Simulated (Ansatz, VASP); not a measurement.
SiC5: VASP beside Ansatz

```
C Si
1.0
     2.78455    0.00000    0.00000
    -1.39227    2.41149    0.00000
     0.00000    0.00000    6.91184
C Si
5 1
Direct
  0.00000 0.00000 0.97108
  0.66667 0.33333 0.66966
  0.33333 0.66667 0.36716
  0.66667 0.33333 0.89606
  0.33333 0.66667 0.59330
  0.00000 0.00000 0.25275
```

Alike in both runs: task single point; functional PBE; k mesh 9 × 9 × 4; no spin polarisation.

|  | VASP | Ansatz |
| --- | --- | --- |
| version | VASP 6.6.1 | Ansatz 0.2.0 |
| potentials or method | VASP PAW PBE potentials, release 64 (C, Si) | plane waves, PAW |
| plane-wave cutoff (eV) | 520 | 420 |
| occupations | gaussian, width 0.01 eV | fixed |
| valence electrons in the cell | 24 | 24 |

```csv
,VASP,Ansatz,Ansatz less VASP
gap on the k mesh at the Fermi level (eV),1.41,1.42,+0.010
pressure (GPa),-16.4,-16.5,-0.09
"traceless stress, the component that is largest in VASP (GPa)",-1.74,-1.68,+0.064
rms of the force components (eV/Å),0.172,0.169,-0.0026
```

Atom by atom the forces differ by 0.012 eV/Å (rms over components).
